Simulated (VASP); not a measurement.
Set up this calculation in VASP 6.6.1, as the native input.

```
Task                   : single point
Functional             : PBE
Potentials or basis    : VASP PAW PBE potentials, release 64 (Be)
Cutoff                 : 520 eV
k mesh                 : 8 × 8 × 6
Occupations            : gaussian, width 0.1 eV
Spin                   : no spin polarisation
Dipole correction      : no
Further INCAR settings : ALGO = Normal; EDIFF = 1e-07; NBANDS = 9
```

The structure of Be lies in POSCAR:

```
Be
1.0
    2.2221023780      0.0000000000      0.0000000000
    0.0000000000      2.2223429046      0.0000000000
    0.0000000000      0.0000000000      3.1860953523
Be
2
Direct
    0.0000000000      0.5000000000      0.7499913810
    0.5000000000      0.0000000000      0.2500086190
```

The input as run:

INCAR

```
SYSTEM = Be
ALGO     = Normal         ! electronic algorithm
EDIFF    = 1E-7           ! SCF threshold, eV
ENCUT    = 520            ! plane-wave cutoff, eV
GGA      = PE             ! functional
ISIF     = 2              ! what is computed and relaxed
ISMEAR   = 0              ! smearing method
LASPH    = .True.         ! aspherical terms in the spheres
LCHARG   = .True.         ! write CHGCAR
LELF     = .True.         ! ELF
LREAL    = .False.        ! projectors in reciprocal space
LVHAR    = .True.       
LWAVE    = .False.        ! write WAVECAR
NBANDS   = 9              ! bands
NELM     = 80             ! most SCF steps
PREC     = Accurate       ! precision mode
SIGMA    = 0.1            ! smearing width, eV
```

KPOINTS

```
k-points
0
Gamma
  8 8 6
  0 0 0
```

Potentials or basis: VASP PAW PBE potentials, release 64 (Be).

Command:

```sh
$ cat potpaw_PBE.64/Be/POTCAR > POTCAR
$ mpirun -np 1 vasp_std > vasp.out
```

Results of the run:

```
Pressure               : 0.1 GPa
Band gap on the k mesh : zero (band 2 reaches 8.56 eV, above the bottom of band 3 at 7.50 eV)
```

It took 6.1 s on 1 thread of AMD EPYC 9R45 (Zen 5), with other jobs on the host, peak memory 0.09 GiB.
